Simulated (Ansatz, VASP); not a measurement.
## One calculation of Si3N4, two programs

Contents of INCAR:

```
SYSTEM = Si3N4
PREC     = Accurate       ! precision mode
ENCUT    = 520            ! plane-wave cutoff, eV
EDIFF    = 1E-6           ! SCF threshold, eV
ISMEAR   = 0              ! smearing method
SIGMA    = 0.02           ! smearing width, eV
LREAL    = .FALSE.        ! projectors in reciprocal space
LASPH    = .TRUE.         ! aspherical terms in the spheres
NELM     = 60             ! most SCF steps
ALGO     = Normal         ! electronic algorithm
ISIF     = 2              ! what is computed and relaxed
LWAVE    = .FALSE.        ! write WAVECAR
LCHARG   = .FALSE.        ! write CHGCAR
GGA      = PE             ! functional
IBRION   = 2              ! ionic algorithm
NSW      = 50             ! ionic steps
EDIFFG   = -0.01          ! ionic threshold
```

Contents of KPOINTS:

```
regular mesh
0
G
  6 6 6
  0 0 0
```

Contents of POSCAR:

```
Si3N4
1.0
    0.0000000000      4.0203373631      4.0203373631
    4.0203373631      0.0000000000      4.0203373631
    4.0203373631      4.0203373631      0.0000000000
Si N
6 8
Direct
    0.1250000000      0.1250000000      0.6250000000
    0.1250000000      0.6250000000      0.1250000000
    0.6250000000      0.1250000000      0.1250000000
    0.1250000000      0.1250000000      0.1250000000
    0.7500000000      0.7500000000      0.7500000000
    0.5000000000      0.5000000000      0.5000000000
    0.3671698289      0.3671698289      0.3671698289
    0.3515094866      0.8828301711      0.8828301711
    0.8828301711      0.8828301711      0.3515094866
    0.8828301711      0.3515094866      0.8828301711
    0.3671698289      0.3671698289      0.8984905134
    0.3671698289      0.8984905134      0.3671698289
    0.8828301711      0.8828301711      0.8828301711
    0.8984905134      0.3671698289      0.3671698289
```

Input for Ansatz:

```yaml
crystal:
  lattice:
    - [0.0, 4.0203373631, 4.0203373631]
    - [4.0203373631, 0.0, 4.0203373631]
    - [4.0203373631, 4.0203373631, 0.0]
  atoms:
    - { symbol: Si, position: [0.125, 0.125, 0.625] }
    - { symbol: Si, position: [0.125, 0.625, 0.125] }
    - { symbol: Si, position: [0.625, 0.125, 0.125] }
    - { symbol: Si, position: [0.125, 0.125, 0.125] }
    - { symbol: Si, position: [0.75, 0.75, 0.75] }
    - { symbol: Si, position: [0.5, 0.5, 0.5] }
    - { symbol: "N", position: [0.3671698289, 0.3671698289, 0.3671698289] }
    - { symbol: "N", position: [0.3515094866, 0.8828301711, 0.8828301711] }
    - { symbol: "N", position: [0.8828301711, 0.8828301711, 0.3515094866] }
    - { symbol: "N", position: [0.8828301711, 0.3515094866, 0.8828301711] }
    - { symbol: "N", position: [0.3671698289, 0.3671698289, 0.8984905134] }
    - { symbol: "N", position: [0.3671698289, 0.8984905134, 0.3671698289] }
    - { symbol: "N", position: [0.8828301711, 0.8828301711, 0.8828301711] }
    - { symbol: "N", position: [0.8984905134, 0.3671698289, 0.3671698289] }
basis:
  ecutwfc: 420
kpoints:
  mp_grid: { grid: [6, 6, 6] }
hamiltonian:
  xc: pbe
scf:
  occupations: { method: gaussian, width: 0.02 }
output:
  forces: true
  stress: true
  eigenvalues: true
relax:
  adjacent_minimum: "off"
  f_tol: 0.01
  max_steps: 30
```

Alike in both runs: task relaxation of the atoms; functional PBE; k mesh 6 × 6 × 6; occupations gaussian, width 0.02 eV; no spin polarisation.

|  | VASP | Ansatz |
| --- | --- | --- |
| version | VASP 6.6.1 | Ansatz 0.2.0 |
| potentials or method | VASP PAW PBE potentials, release 64 (Si, N), cutoff 520 eV | scalar-relativistic, plane waves, PAW |
| valence electrons in the cell | 64 | 64 |

|  | VASP | Ansatz | Ansatz less VASP |
| --- | --- | --- | --- |
| gap on the k mesh at the Fermi level, each at its own relaxed structure (eV) | 2.97 | 2.98 | +0.010 |

Ansatz's warnings: stress scf threshold loose.
